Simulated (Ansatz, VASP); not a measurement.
# One calculation of VCrC2, two programs

Contents of INCAR:

```
PREC = Accurate
ENCUT = 520
EDIFF = 1E-7
ISMEAR = -1
SIGMA = 0.05
LREAL = F
LASPH = T
NELM = 150
ALGO = Normal
ISIF = 2
LWAVE = F
LCHARG = F
ISPIN = 2
MAGMOM = 0.72 0.48 0 0
LORBIT = 11
NUPDOWN = 1.2
LMAXMIX = 4
GGA = PE
NBANDS = 28
```

KPOINTS

```
regular mesh
0
Gamma
  9 9 9
```

The input POSCAR:

```
VCrC2
1.0
    1.4606320425      0.8432963029      4.7393853233
   -1.4606320425      0.8432963029      4.7393853233
    0.0000000000     -1.6865926058      4.7393853233
Cr V C
1 1 2
Direct
    0.5000000000      0.5000000000      0.5000000000
    0.0000000000      0.0000000000      0.0000000000
    0.2487590000      0.2487590000      0.2487590000
    0.7512410000      0.7512410000      0.7512410000
```

Contents of input.yaml:

```yaml
crystal:
  lattice:
    - [1.4606320425, 0.8432963029, 4.7393853233]
    - [-1.4606320425, 0.8432963029, 4.7393853233]
    - [0.0, -1.6865926058, 4.7393853233]
  atoms:
    - { symbol: Cr, position: [0.5, 0.5, 0.5], spin: 0.72 }
    - { symbol: V, position: [0.0, 0.0, 0.0], spin: 0.48 }
    - { symbol: C, position: [0.248759, 0.248759, 0.248759] }
    - { symbol: C, position: [0.751241, 0.751241, 0.751241] }
hamiltonian:
  xc: pbe
  pseudopotentials: { kind: paw }
magnetization:
  spin_polarized: true
  initial_magnetization: 1.2
  spin_locking: { lock_magnetization: hard }
kpoints:
  mp_grid: { grid: [9, 9, 9] }
scf:
  occupations: { method: fermi_dirac, width: 0.05 }
  lower_state_search: "off"
output:
  forces: true
  stress: true
  eigenvalues: true
  write_density: true
  write_potential: true
  elf: true
  volumetric_format: npy
```

Alike in both runs: task single point; functional PBE; k mesh 9 × 9 × 9; occupations fermi-dirac, width 0.05 eV; collinear spin; fixed moment 1.2 μB.

|  | VASP | Ansatz |
| --- | --- | --- |
| version | VASP 6.6.1 | Ansatz 0.2.0 |
| potentials or method | VASP PAW PBE potentials, release 64 (Cr_pv, V_sv, C) | Ansatz PAW |
| plane-wave cutoff (eV) | 520 | 420 |
| valence electrons in the cell | 33 | 35 |

|  | VASP | Ansatz | Ansatz less VASP |
| --- | --- | --- | --- |
| pressure (GPa) | 1.3 | 0.9 | -0.43 |
| traceless stress, the component that is largest in VASP (GPa) | -2.99 | -2.94 | +0.049 |
| rms of the force components (eV/Å) | 0.009 | 0.006 | -0.0024 |
| net moment per atom (μB) | 0.30 | 0.30 | 0.000 |
| size of the moment on the site where the two differ most (μB) | 1.30 | 1.13 | -0.172 |

Site moments also hang on the region over which each program counts them. Atom by atom the forces differ by 0.002 eV/Å (rms over components). VASP's potentials hold 33 valence electrons a cell and Ansatz's 35, so a difference there can come from the potentials and not from the codes.
